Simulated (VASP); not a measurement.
Wanted: the native input for a VASP 6.6.1 run.

```
Task                   : single point
Functional             : RPBE
Potentials or basis    : VASP PAW PBE potentials, release 64 (Pt)
Cutoff                 : 520 eV
k mesh                 : 11 × 11 × 15
Occupations            : fermi-dirac, width 0.1 eV
Spin                   : no spin polarisation
Dipole correction      : no
Further INCAR settings : ALGO = Normal; EDIFF = 1e-07; NBANDS = 22
```

The structure of Pt lies in POSCAR:

```
Pt
1.0
    4.5606734984      0.0000000000      0.0000000000
   -2.2803367492      3.9496591080      0.0000000000
    0.0000000000      0.0000000000      2.7194487910
Pt
3
Direct
    0.0000000000      1.0000000000      0.0000000000
    0.3333333333      0.6666666667      0.5000000000
    0.6666666667      0.3333333333      0.5000000000
```

One way to write it, as run:

INCAR

```
PREC = Accurate
ENCUT = 520
EDIFF = 1E-7
ISMEAR = -1
SIGMA = 0.1
LREAL = False
LASPH = True
NELM = 60
ALGO = Normal
ISIF = 2
LWAVE = False
LCHARG = True
GGA = RP
LELF = True
LVHAR = True
NBANDS = 22
```

KPOINTS

```
Automatic mesh
0
Gamma
  11 11 15
```

Potentials or basis: VASP PAW PBE potentials, release 64 (Pt).

Launch:

```sh
$ cat potpaw_PBE.64/Pt/POTCAR > POTCAR
$ mpirun -np 1 vasp_std > vasp.out
```

It gave:

```yaml
Pressure: -0.5 GPa
Band_gap_on_the_k_mesh: zero (band 15 reaches 10.82 eV, above the bottom of band 16 at 9.59 eV)
```

Caveat: the PAW data sets were made with another functional, which shifts forces and pressure a little; spin-orbit coupling is left out, which moves the levels of the heavy elements.

Run time: 2.4 min on 1 thread of Intel Xeon 6975P-C, on a shared host, peak memory 0.24 GiB.
